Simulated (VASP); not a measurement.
Here is a VASP 6.6.1 calculation.

File INCAR:

```
SYSTEM = ZnAu
  ALGO = Fast
  EDIFF = 1E-6
  ENCUT = 520
  GGA = PS
  ISIF = 2
  ISMEAR = 0
  LASPH = .TRUE.
  LCHARG = .FALSE.
  LREAL = .FALSE.
  LWAVE = .FALSE.
  NBANDS = 18
  NELM = 60
  PREC = Accurate
  SIGMA = 0.15
```

KPOINTS

```
k-points
0
G
  16 16 16
  0 0 0
```

The input POSCAR:

```
ZnAu
1.0
    3.1901149467      0.0000000000      0.0000000000
    0.0000000000      3.1901149467      0.0000000000
    0.0000000000      0.0000000000      3.0625103488
Zn Au
1 1
Direct
    0.5000000000      0.5000000000      0.5000000000
    0.0000000000      0.0000000000      0.0000000000
```

Potentials or basis: VASP PAW PBE potentials, release 64 (Zn, Au).

Command:

```console
$ cat potpaw_PBE.64/Zn/POTCAR potpaw_PBE.64/Au/POTCAR > POTCAR
$ mpirun -np 1 vasp_std > vasp.out
```

Q: What does it give for the pressure?

A: -2.2 GPa.

Stress tensor (GPa, compression positive):
```
-2.32  0.00  0.00
 0.00 -2.32  0.00
 0.00  0.00 -2.00
```

Caveat: the PAW data sets were made with another functional, which shifts forces and pressure a little.
